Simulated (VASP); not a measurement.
AgSbPt5:

```
Pt Sb Ag
1.0
     4.07383    0.00000    0.00000
     0.00000    4.07383    0.00000
     0.00000    0.00000    7.34996
Pt Sb Ag
5 1 1
Direct
  0.00000 0.50000 0.27938
  0.50000 0.00000 0.27938
  0.00000 0.50000 0.72062
  0.50000 0.00000 0.72062
  0.00000 0.00000 0.00000
  0.00000 0.00000 0.50000
  0.50000 0.50000 0.00000
```

Base run:

| Item | Value |
| --- | --- |
| Program | VASP 6.6.1 |
| Functional | PBE |
| Dispersion | D3(BJ) |
| Potentials or basis | VASP PAW PBE potentials, release 64 (Pt, Sb, Ag) |
| Cutoff | 500 eV |
| k mesh | 5 × 5 × 3 |
| Occupations | gaussian, width 0.0292 eV |
| Spin | no spin polarisation |

Its results: band gap on the k mesh zero (bands 33 and 34 overlap by 0.55 eV); pressure -3.9 GPa; largest force 0.970 eV/Å.

The run is repeated on the same cell with these changes: dispersion from D3(BJ) to none. What comes out?

Band gap on the k mesh zero (bands 33 and 34 overlap by 0.55 eV); pressure 2.6 GPa; largest force 0.969 eV/Å.

Dispersion adds attraction, which lowers the pressure at fixed volume and, as a term added to the energy, leaves the levels alone.

Caveats: spin-orbit coupling is left out, which moves the levels of the heavy elements; three body term missing (at least some runs); the cell stands under tension (at least some runs).
